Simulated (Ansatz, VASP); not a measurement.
AlIn2As3: VASP beside Ansatz

```
CELL_PARAMETERS angstrom
3.68667 -6.39514 0.00069
3.68667 6.39514 0.00069
-2.44421 0.00000 6.95159
ATOMIC_POSITIONS crystal
Al 0.07986 0.91952 0.49924
Al 0.91952 0.07986 0.99924
In 0.41568 0.58381 0.50022
In 0.58381 0.41568 0.00022
In 0.24616 0.75430 0.99997
In 0.75430 0.24616 0.49997
As 0.72698 0.55783 0.38335
As 0.55783 0.72698 0.88335
As 0.04030 0.18807 0.35990
As 0.18807 0.04030 0.85990
As 0.35829 0.87920 0.38232
As 0.87920 0.35829 0.88232
```

Alike in both runs: functional PBE; k mesh 6 × 6 × 6; occupations gaussian, width 0.01 eV; no spin polarisation.

Ansatz relaxed the structure, and its values are those at the end. VASP's run is a single point on that final structure, the one shown.

```csv
,VASP,Ansatz
version,VASP 6.6.1,Ansatz 0.2.0
potentials or method,"VASP PAW PBE potentials, release 64 (Al, In_d, As), cutoff 500 eV","scalar-relativistic, plane waves, PAW"
valence electrons in the cell,88,148
```

```tsv
	VASP	Ansatz	Ansatz less VASP
gap on the k mesh at the Fermi level (eV)	0.19	0.19	-0.002
least direct gap on the mesh (eV)	0.19	0.19	-0.002
pressure (GPa)	0.1	0.0	-0.07
```

With one functional, cell and mesh, what is left measures potentials, basis and numerics. VASP's potentials hold 88 valence electrons a cell and Ansatz's 148, so a difference there can come from the potentials and not from the codes.
